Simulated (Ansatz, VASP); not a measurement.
# Re in VASP and in Ansatz

The input INCAR:

```
  ALGO = Normal
  EDIFF = 1E-6
  ENCUT = 560
  GGA = PE
  GGA_COMPAT = F
  ISIF = 2
  ISMEAR = 0
  LASPH = T
  LCHARG = T
  LELF = T
  LREAL = F
  LVHAR = T
  LWAVE = F
  NBANDS = 70
  NELM = 120
  PREC = Accurate
  SIGMA = 0.1
```

Contents of KPOINTS:

```
k-points
0
Gamma
  4 4 4
```

Contents of POSCAR:

```
Re
1.0
   -3.1988913854      3.1988913854      3.1988913854
    3.1988913854     -3.1988913854      3.1988913854
    3.1988913854      3.1988913854     -3.1988913854
Re
8
Direct
    0.2060000000      0.2060000000      0.2060000000
    0.5000000000      0.0000000000      0.2940000000
    0.2940000000      0.5000000000      0.0000000000
    0.0000000000      0.2940000000      0.5000000000
    0.7940000000      0.7940000000      0.7940000000
    0.5000000000      0.0000000000      0.7060000000
    0.7060000000      0.5000000000      0.0000000000
    0.0000000000      0.7060000000      0.5000000000
```

Input for Ansatz:

```yaml
crystal:
  lattice:
    - [-3.1988913854, 3.1988913854, 3.1988913854]
    - [3.1988913854, -3.1988913854, 3.1988913854]
    - [3.1988913854, 3.1988913854, -3.1988913854]
  atoms:
    - { symbol: Re, position: [0.206, 0.206, 0.206] }
    - { symbol: Re, position: [0.5, 0.0, 0.294] }
    - { symbol: Re, position: [0.294, 0.5, 0.0] }
    - { symbol: Re, position: [0.0, 0.294, 0.5] }
    - { symbol: Re, position: [0.794, 0.794, 0.794] }
    - { symbol: Re, position: [0.5, 0.0, 0.706] }
    - { symbol: Re, position: [0.706, 0.5, 0.0] }
    - { symbol: Re, position: [0.0, 0.706, 0.5] }
basis:
  ecutwfc: 420
kpoints:
  mp_grid: { grid: [4, 4, 4] }
hamiltonian:
  xc: pbe
scf:
  occupations: { method: gaussian, width: 0.1 }
  lower_state_search: "off"
output:
  forces: true
  stress: true
  eigenvalues: true
```

Alike in both runs: task single point; functional PBE; k mesh 4 × 4 × 4; occupations gaussian, width 0.1 eV; no spin polarisation.

```csv
,VASP,Ansatz
version,VASP 6.6.1,Ansatz 0.2.0
potentials or method,"VASP PAW PBE potentials, release 64 (Re_sv_GW), cutoff 560 eV","scalar-relativistic, plane waves, PAW"
valence electrons in the cell,120,120
```

Ansatz gave:

```
gap on the k mesh at the Fermi level (eV) : none
rms of the force components (eV/Å)        : 0.882
```

Question: Which values does VASP return?

Answer: gap on the k mesh at the Fermi level (eV): none; rms of the force components (eV/Å): 0.894.

Atom by atom the forces differ by 0.012 eV/Å (rms over components). A gap of «none» marks a metal or a gap that the smearing closes.

Neither program's run includes spin-orbit coupling.
